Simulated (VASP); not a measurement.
# NiO (Fm-3m) in VASP: further runs

The runs below take NiO through single point, with RPBE+D4.

Everything below comes from runs of VASP 6.6.1. Logs are shortened: lines on timing, memory, paths and dates and some standing lists are left out, and cuts for length are marked.

**Measured values to compare with.**

“Local correlations, non-local screening, multiplets, and band formation in NiO”, 2012, arxiv:1210.6675 quotes, for a bulk crystal of NiO: band gap 4.3 eV.

The runs below are set against these values where they give the same quantity.

## (1) The cell of the first run

The structure is cubic, space group Fm-3m (No. 225). Conventional cell: a = 4.087 Å, b = 4.087 Å, c = 4.087 Å, α = 90.00°, β = 90.00°, γ = 90.00°. Ni (site symmetry m-3m) has 6 O at 2.04 Å within 2.7 Å. Within 2.7 Å of O (site symmetry m-3m) lie 6 Ni at 2.04 Å.

## (2) Single point, RPBE+D4, collinear spin, ferromagnetic start

Contents of INCAR:

```
ALGO = Normal
EDIFF = 1E-6
ENCUT = 600
GGA = RP
GGA_COMPAT = False
ISIF = 2
ISMEAR = -1
ISPIN = 2
IVDW = 13
LASPH = True
LCHARG = False
LMAXMIX = 4
LORBIT = 11
LREAL = False
LWAVE = False
MAGMOM = 1 0
NBANDS = 19
NELM = 200
PREC = Accurate
SIGMA = 0.05
```

Contents of KPOINTS:

```
k-points
0
Gamma
  11 11 11
```

Contents of POSCAR:

```
NiO
1.0
    0.0000000000      2.0433202721      2.0433202721
    2.0433202721      0.0000000000      2.0433202721
    2.0433202721      2.0433202721      0.0000000000
Ni O
1 1
Direct
    0.0000000000      0.0000000000      0.0000000000
    0.5000000000      0.5000000000      0.5000000000
```

Potentials or basis: VASP PAW PBE potentials, release 64 (Ni, O).

Launch:

```bash
cat potpaw_PBE.64/Ni/POTCAR potpaw_PBE.64/O/POTCAR > POTCAR
mpirun -np 1 vasp_std > vasp.out
```

OUTCAR:

```text
EDIFF = 1E-6
   ENCUT = 600
   GGA = RP
   ISIF = 2
   ISMEAR = -1
   ISPIN = 2
   IVDW = 13
   LASPH = True
   LORBIT = 11
   LREAL = False
   NELM = 200
   PREC = Accurate

 ion  position               nearest neighbor table
   1  0.000  0.000  0.000-   2 2.04   2 2.04   2 2.04   2 2.04   2 2.04   2 2.04
   2  0.500  0.500  0.500-   1 2.04   1 2.04   1 2.04   1 2.04   1 2.04   1 2.04

  LATTYP: Found a face centered cubic cell.
 ALAT       =     4.0866405442

  Lattice vectors:

 A1 = (   0.0000000000,   2.0433202721,   2.0433202721)
 A2 = (   2.0433202721,   0.0000000000,   2.0433202721)
 A3 = (   2.0433202721,   2.0433202721,   0.0000000000)

Analysis of symmetry for initial positions (statically):
=====================================================================
 Subroutine PRICEL returns:
 Original cell was already a primitive cell.

 Routine SETGRP: Setting up the symmetry group for a
 face centered cubic supercell.

 Subroutine GETGRP returns: Found 48 space group operations
 (whereof 48 operations were pure point group operations)
 out of a pool of 48 trial point group operations.

The static configuration has the point symmetry O_h .

Analysis of symmetry for dynamics (positions and initial velocities):
=====================================================================
 Subroutine PRICEL returns:
 Original cell was already a primitive cell.

 Routine SETGRP: Setting up the symmetry group for a
 face centered cubic supercell.

 Subroutine GETGRP returns: Found 48 space group operations
 (whereof 48 operations were pure point group operations)
 out of a pool of 48 trial point group operations.

The dynamic configuration has the point symmetry O_h .

Analysis of structural, dynamic, and magnetic symmetry:
=====================================================================
 Subroutine PRICEL returns:
 Original cell was already a primitive cell.

 Routine SETGRP: Setting up the symmetry group for a
 face centered cubic supercell.

 Subroutine GETGRP returns: Found 48 space group operations
 (whereof 48 operations were pure point group operations)
 out of a pool of 48 trial point group operations.

The overall configuration has the point symmetry O_h .

 Subroutine INISYM returns: Found 48 space group operations
 (whereof 48 operations are pure point group operations),
 and found     1 'primitive' translations

----------------------------------------------------------------------------------------

                                     Primitive cell

  volume of cell :      17.0624

  direct lattice vectors                    reciprocal lattice vectors
     0.000000000  2.043320272  2.043320272    -0.244699770  0.244699770  0.244699770
     2.043320272  0.000000000  2.043320272     0.244699770 -0.244699770  0.244699770
     2.043320272  2.043320272  0.000000000     0.244699770  0.244699770 -0.244699770

  length of vectors
     2.889691241  2.889691241  2.889691241     0.423832434  0.423832434  0.423832434

  position of ions in fractional coordinates (direct lattice)
     0.000000000  0.000000000  0.000000000
     0.500000000  0.500000000  0.500000000

  ion indices of the primitive-cell ions
   primitive index   ion index
                 1           1
                 2           2

----------------------------------------------------------------------------------------

 KPOINTS: k-points

Automatic generation of k-mesh.
 Grid dimensions read from file:
 generate k-points for:   11   11   11

 Generating k-lattice:

  Cartesian coordinates                     Fractional coordinates (reciprocal lattice)
    -0.022245434  0.022245434  0.022245434     0.090909091  0.000000000  0.000000000
     0.022245434 -0.022245434  0.022245434     0.000000000  0.090909091  0.000000000
     0.022245434  0.022245434 -0.022245434     0.000000000  0.000000000  0.090909091

  Length of vectors
     0.038530221  0.038530221  0.038530221

  Shift w.r.t. Gamma in fractional coordinates (k-lattice)
     0.000000000  0.000000000  0.000000000

 Subroutine IBZKPT returns following result:
 ===========================================

 Found     56 irreducible k-points:

 Following reciprocal coordinates:
            Coordinates               Weight
  0.000000  0.000000  0.000000      1.000000
  0.090909  0.000000  0.000000      8.000000
  0.181818  0.000000  0.000000      8.000000
  0.272727  0.000000  0.000000      8.000000
  0.363636  0.000000  0.000000      8.000000
  0.454545  0.000000  0.000000      8.000000
[... 16 lines left out ...]
 -0.272727  0.181818  0.000000     24.000000
 -0.181818  0.181818  0.000000     12.000000
 [... further k-points ...]
   k-points           NKPTS =     56   k-points in BZ     NKDIM =     56   number of bands    NBANDS=     19
   number of dos      NEDOS =    301   number of ions     NIONS =      2
   total plane-waves  NPLWV =  13824
   dimension x,y,z NGX =    24 NGY =   24 NGZ =   24
   dimension x,y,z NGXF=    48 NGYF=   48 NGZF=   48
   ions per type =               1   1
   NGX,Y,Z   is equivalent  to a cutoff of  13.81, 13.81, 13.81 a.u.
   NGXF,Y,Z  is equivalent  to a cutoff of  27.61, 27.61, 27.61 a.u.
 SYSTEM =  unknown system
   PREC   = accura    normal or accurate (medium, high low for compatibility)
   ISTART =      0    job   : 0-new  1-cont  2-samecut
   ICHARG =      2    charge: 1-file 2-atom 10-const
   ISPIN  =      2    spin polarized calculation?
   LNONCOLLINEAR =      F non collinear calculations
   LSORBIT =      F    spin-orbit coupling
   LASPH  =      T    aspherical Exc in radial PAW
   ENCUT  =  600.0 eV  44.10 Ry    6.64 a.u.   5.77  5.77  5.77*2*pi/ulx,y,z
   NELM   =    200;   NELMIN=  2; NELMDL= -5     # of ELM steps
   EDIFF  = 0.1E-05   stopping-criterion for ELM
   LREAL  =      F    real-space projection
   EDIFFG = 0.1E-04   stopping-criterion for IOM
   NSW    =      0    number of steps for IOM
   IBRION =     -1    ionic relax: 0-MD 1-quasi-New 2-CG
   NFREE  =      0    steps in history (QN), initial steepest desc. (CG)
   ISIF   =      2    stress and relaxation
   ISYM   =      2    0-nonsym 1-usesym 2-fastsym
   POTIM  = 0.5000    time-step for ionic-motion
   TEBEG  =    0.0;   TEEND  =   0.0 temperature during run
   PSTRESS=    0.0 pullay stress
   NELECT =      16.0000    total number of electrons
   NUPDOWN=      -1.0000    fix difference up-down
   EMIN   =  10.00;   EMAX   =-10.00  energy-range for DOS
   EFERMI =   0.00;   METHOD = LEGACY
   ISMEAR =    -1;   SIGMA  =   0.05  broadening in eV -4-tet -1-fermi 0-gaus
   EFERMI_NEDOS =   21; number of points for ismear=-14 and -15
   IALGO  =     38    algorithm
   IMIX   =      4    mixing-type and parameters
     AMIX     =   0.40;   BMIX     =  1.00
     AMIX_MAG =   1.60;   BMIX_MAG =  1.00
  volume/ion in A,a.u.               =       8.53        57.57
  Fermi-wavevector in a.u.,A,eV,Ry     =   1.602391  3.028079 34.935075  2.567656
  Thomas-Fermi vector in A             =   2.699219
   LORBIT       =     11    0 simple, 1 ext, 2 COOP (PROOUT), +10 PAW based schemes
   GGA     = RP    functional components
   LHFCALC =     F    Hartree Fock is set to
   AEXX    =    0.0000 exact exchange contribution
   IVDW    =    13    specifies the selected vdW correction
   LEPSILON=     F    determine dielectric tensor
   LRPA    =     F    only Hartree local field effects (RPA)
 spin polarized calculation
  energy-cutoff  :      600.00
  volume of cell :       17.06
 maximum number of plane-waves:       578
   NGX = 11   NGY = 11   NGZ = 11

 number of electron      15.9999994 magnetization       1.5820722

 Free energy of the ion-electron system (eV)
  ---------------------------------------------------
  ext. energy  EPLUGINS =         0.00000000
  ---------------------------------------------------
  free energy    TOTEN  =       -10.44832012 eV

  energy without entropy =      -10.43728623  energy(sigma->0) =      -10.44280318

 E-fermi :   9.1299     XC(G=0): -12.8930

 val. band max:        9.1140913929   @ k =   0.4545   0.0909   0.0000
 cond. band min:       9.1454286868   @ k =  -0.4545   0.0909   0.0000
 fundamental gap:      0.0313372939
 Fermi energy:         9.1298997006

 spin component 1

 k-point     1 :       0.0000    0.0000    0.0000
  band No.  band energies     occupation
      1     -12.0649      1.00000
      2       5.7459      1.00000
      3       5.7459      1.00000
      4       5.7459      1.00000
      5       5.9256      1.00000
      6       5.9257      1.00000
[... 11 lines left out ...]
     18      35.8805      0.00000
     19      35.8806      0.00000
[... 485 lines left out ...]
 k-point    24 :      -0.1818    0.1818    0.0000
  band No.  band energies     occupation
      1     -11.1495      1.00000
      2       1.9631      1.00000
      3       3.1846      1.00000
      4       3.8140      1.00000
      5       6.5671      1.00000
      6       6.6680      1.00000
[... 11 lines left out ...]
     18      41.0813      0.00000
     19      42.3150      0.00000

 [... further k-points ...]

 spin component 2

 k-point     1 :       0.0000    0.0000    0.0000
  band No.  band energies     occupation
      1     -11.6860      1.00000
      2       6.1979      1.00000
      3       6.1979      1.00000
      4       6.1979      1.00000
      5       7.0309      1.00000
      6       7.0310      1.00000
[... 11 lines left out ...]
     18      36.4330      0.00000
     19      36.4332      0.00000
[... 485 lines left out ...]
 k-point    24 :      -0.1818    0.1818    0.0000
  band No.  band energies     occupation
      1     -10.7435      1.00000
      2       2.4701      1.00000
      3       4.2599      1.00000
      4       4.2635      1.00000
      5       7.4339      1.00000
      6       8.0402      1.00000
[... 11 lines left out ...]
     18      41.4615      0.00000
     19      42.5313      0.00000

 [... further k-points ...]

------------------------ aborting loop because EDIFF is reached ----------------------------------------

  DFT-D4 for vdW energy calculation

  Edisp (eV):   -1.40254

  FORCE on cell =-STRESS in cart. coord.  units (eV):
  Direction    XX          YY          ZZ          XY          YZ          ZX
  --------------------------------------------------------------------------------------
  -------------------------------------------------------------------------------------
  Total       1.89907     1.89907     1.89907    -0.00000     0.00000    -0.00000
  in kB     178.32462   178.32462   178.32462    -0.00000     0.00000    -0.00000
  external pressure =      178.32 kB  Pullay stress =        0.00 kB

 VOLUME and BASIS-vectors are now :
 -----------------------------------------------------------------------------
  energy-cutoff  :      600.00
  volume of cell :       17.06
      direct lattice vectors                 reciprocal lattice vectors
     0.000000000  2.043320272  2.043320272    -0.244699770  0.244699770  0.244699770
     2.043320272  0.000000000  2.043320272     0.244699770 -0.244699770  0.244699770
     2.043320272  2.043320272  0.000000000     0.244699770  0.244699770 -0.244699770

 POSITION                                       TOTAL-FORCE (eV/Angst)
 -----------------------------------------------------------------------------------
      0.00000      0.00000      0.00000         0.000000      0.000000      0.000000
      2.04332      2.04332      2.04332        -0.000000     -0.000000     -0.000000
 -----------------------------------------------------------------------------------
    total drift:                                0.000000     -0.000000     -0.000000

  FREE ENERGIE OF THE ION-ELECTRON SYSTEM (eV)
  ---------------------------------------------------
  free  energy   TOTEN  =       -11.8508579786 eV

  energy  without entropy=      -11.8398240857  energy(sigma->0) =      -11.84534103

 total charge

# of ion       s       p       d       tot
------------------------------------------
    1        0.350   0.454   8.303   9.108
    2        1.560   3.465   0.000   5.025
--------------------------------------------------
tot          1.910   3.919   8.303  14.132

 magnetization (x)

# of ion       s       p       d       tot
------------------------------------------
    1        0.012   0.015   1.289   1.315
    2        0.029   0.202   0.000   0.231
--------------------------------------------------
tot          0.040   0.217   1.289   1.546
```

It took 46 s on 1 thread of Intel Xeon Platinum 8488C (Sapphire Rapids), shared host; peak memory 0.17 GiB.

Results:

* Free energy: -11.8509 eV
* Pressure: 17.8 GPa
* Net moment: 1.58 μB per cell
* Site moments: Ni +1.31; O +0.23 μB
* Valence electrons inside the program's atomic spheres: Ni 9.11; O 5.03
* Dispersion energy per atom: -0.701 eV

Caveat: the PAW data sets were made with another functional, which shifts forces and pressure a little; a cell with one magnetic atom can't hold antiferromagnetic order, which such compounds often take; semilocal functionals often make such compounds metallic where correlation or magnetic order opens a gap, which also shifts bond lengths; pairwise dispersion overbinds metals, which lowers pressure and volume. With open d or f shells a metallic result of RPBE can be an artefact of self-interaction; +U or a hybrid may open a gap.

(Continued in part 2 of 2.)
